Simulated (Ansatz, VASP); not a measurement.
**Al2Cu: VASP beside Ansatz**

```
Al Cu
1.0
     4.19611    0.00000    0.00000
    -2.09806    3.63394    0.00000
     0.00000    0.00000    3.01352
Al Cu
2 1
Direct
  0.66667 0.33333 0.75077
  0.33333 0.66667 0.24923
  0.00000 0.00000 0.00000
```

Alike in both runs: functional PBE; k mesh 12 × 12 × 16; occupations gaussian, width 0.1 eV; no spin polarisation.

Ansatz relaxed the structure, and its values are those at the end. VASP's run is a single point on that final structure, the one shown.

|  | VASP | Ansatz |
| --- | --- | --- |
| version | VASP 6.6.1 | Ansatz 0.2.0 |
| potentials or method | VASP PAW PBE potentials, release 64 (Al, Cu), cutoff 520 eV | scalar-relativistic, plane waves, PAW |
| valence electrons in the cell | 17 | 25 |

VASP gave:

```
gap on the k mesh at the Fermi level (eV) : none
pressure (GPa)                            : 0.1
rms of the force components (eV/Å)        : 0.006
```

**Question.** What did Ansatz give for the same quantities?

**Answer.** gap on the k mesh at the Fermi level (eV): none; pressure (GPa): 0.0; rms of the force components (eV/Å): 0.000.

A gap of «none» marks a metal or a gap that the smearing closes. VASP's potentials hold 17 valence electrons a cell and Ansatz's 25, so a difference there can come from the potentials and not from the codes.
